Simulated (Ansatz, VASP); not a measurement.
# N: VASP beside Ansatz

```
N
1.0
     5.44701    0.00000    0.00000
     0.00000    5.44701    0.00000
     0.00000    0.00000    5.44701
N
8
Direct
  0.05740 0.44260 0.55740
  0.44260 0.55740 0.05740
  0.55740 0.05740 0.44260
  0.94260 0.94260 0.94260
  0.94260 0.55740 0.44260
  0.55740 0.44260 0.94260
  0.44260 0.94260 0.55740
  0.05740 0.05740 0.05740
```

Change from the starting cell: volume scaled by 0.94.

Alike in both runs: task single point; functional PBEsol; k mesh 5 × 5 × 5; occupations fermi-dirac, width 0.05 eV; no spin polarisation.

|  | VASP | Ansatz |
| --- | --- | --- |
| version | VASP 6.6.1 | Ansatz 0.2.0 |
| potentials or method | VASP PAW PBE potentials, release 64 (N), cutoff 520 eV | all-electron LAPW, scalar-relativistic |

Ansatz gave:

| Quantity | Value |
| --- | --- |
| gap on the k mesh at the Fermi level (eV) | 7.40 |
| least direct gap on the mesh (eV) | 7.43 |
| pressure (GPa) | 4.3 |
| rms of the force components (eV/Å) | 1.456 |

**Question.** Estimate VASP's values.

**Answer.** gap on the k mesh at the Fermi level (eV): 7.34; least direct gap on the mesh (eV): 7.37; pressure (GPa): 7.2; rms of the force components (eV/Å): 2.753.

VASP's potentials were made for PBE, not for PBEsol. Atom by atom the forces differ by 1.297 eV/Å (rms over components). Ansatz ran all-electron here, and VASP with PAW potentials.

Noted on VASP's run: the standard files for N, O and F lose accuracy on very short bonds.
